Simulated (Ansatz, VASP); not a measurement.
# MgO in VASP and in Ansatz

INCAR

```
ALGO     = Normal         # electronic algorithm
EDIFF    = 1E-6           # SCF threshold, eV
ENCUT    = 520            # plane-wave cutoff, eV
GGA      = CA             # functional
ISIF     = 2              # what is computed and relaxed
ISMEAR   = 0              # smearing method
LASPH    = T              # aspherical terms in the spheres
LCHARG   = F              # write CHGCAR
LREAL    = F              # projectors in reciprocal space
LWAVE    = F              # write WAVECAR
NBANDS   = 36             # bands
NELM     = 100            # most SCF steps
PREC     = Accurate       # precision mode
SIGMA    = 0.05           # smearing width, eV
```

KPOINTS

```
k-points
0
Gamma
  9 9 2
```

File POSCAR:

```
MgO
1.0
    2.0806186598     -2.0806186598      0.0000000000
    2.0806186598      0.0000000000     -2.0806186598
    9.3045095194      8.7843548545      8.2642001895
Mg O
6 6
Direct
    1.0000000000     -0.0888206374      0.3552825496
    0.3333333333      0.2839885348      0.1973791942
    0.6666666667      0.5383701904      0.5131859050
    1.0000000000      0.7927518460      0.8289926158
    0.3333333333      0.1655610182      0.6710892604
    0.6666666667      0.6567977070      0.0394758388
    0.6666666667      0.5975839487      0.2763308719
    0.0000000000     -0.0296068791      0.1184275165
    0.3333333333      0.2247747765      0.4342342273
    0.6666666667      0.4791564321      0.7500409381
    1.0000000000      0.8519656043      0.5921375827
    0.3333333333      0.1063472600      0.9079442935
```

Input for Ansatz:

```yaml
crystal:
  lattice:
    - [2.0806186598, -2.0806186598, 0.0]
    - [2.0806186598, 0.0, -2.0806186598]
    - [9.3045095194, 8.7843548545, 8.2642001895]
  atoms:
    - { symbol: Mg, position: [1.0, -0.0888206374, 0.3552825496] }
    - { symbol: Mg, position: [0.3333333333, 0.2839885348, 0.1973791942] }
    - { symbol: Mg, position: [0.6666666667, 0.5383701904, 0.513185905] }
    - { symbol: Mg, position: [1.0, 0.792751846, 0.8289926158] }
    - { symbol: Mg, position: [0.3333333333, 0.1655610182, 0.6710892604] }
    - { symbol: Mg, position: [0.6666666667, 0.656797707, 0.0394758388] }
    - { symbol: O, position: [0.6666666667, 0.5975839487, 0.2763308719] }
    - { symbol: O, position: [0.0, -0.0296068791, 0.1184275165] }
    - { symbol: O, position: [0.3333333333, 0.2247747765, 0.4342342273] }
    - { symbol: O, position: [0.6666666667, 0.4791564321, 0.7500409381] }
    - { symbol: O, position: [1.0, 0.8519656043, 0.5921375827] }
    - { symbol: O, position: [0.3333333333, 0.10634726, 0.9079442935] }
basis:
  ecutwfc: 520.0
kpoints:
  mp_grid: { grid: [9, 9, 2] }
hamiltonian:
  xc: lda
  pseudopotentials: { kind: paw, azcp: { folder: soft_1 } }
scf:
  occupations: { method: gaussian, width: 0.05 }
output:
  forces: true
  stress: true
  eigenvalues: true
```

Alike in both runs: task single point; functional LDA; k mesh 9 × 9 × 2; occupations gaussian, width 0.05 eV; no spin polarisation.

```csv
,VASP,Ansatz
version,VASP 6.6.1,Ansatz 0.2.0
potentials or method,"VASP PAW LDA potentials, release 64 (Mg, O), cutoff 520 eV","scalar-relativistic, plane waves, PAW"
valence electrons in the cell,48,96
```

```tsv
	VASP	Ansatz	Ansatz less VASP
gap on the k mesh at the Fermi level (eV)	0.34	0.38	+0.041
least direct gap on the mesh (eV)	0.34	0.38	+0.041
pressure (GPa)	-4.6	-3.0	+1.68
traceless stress, the component that is largest in VASP (GPa)	-5.79	-5.80	-0.008
rms of the force components (eV/Å)	0.851	0.850	-0.0009
```

Ansatz warns that its potentials were made for another functional, while VASP's fit it. LDA's correlation is that of Perdew and Zunger in VASP and of Perdew and Wang (1992) in Ansatz. Atom by atom the forces differ by 0.007 eV/Å (rms over components). VASP's potentials hold 48 valence electrons a cell and Ansatz's 96, so a difference there can come from the potentials and not from the codes.
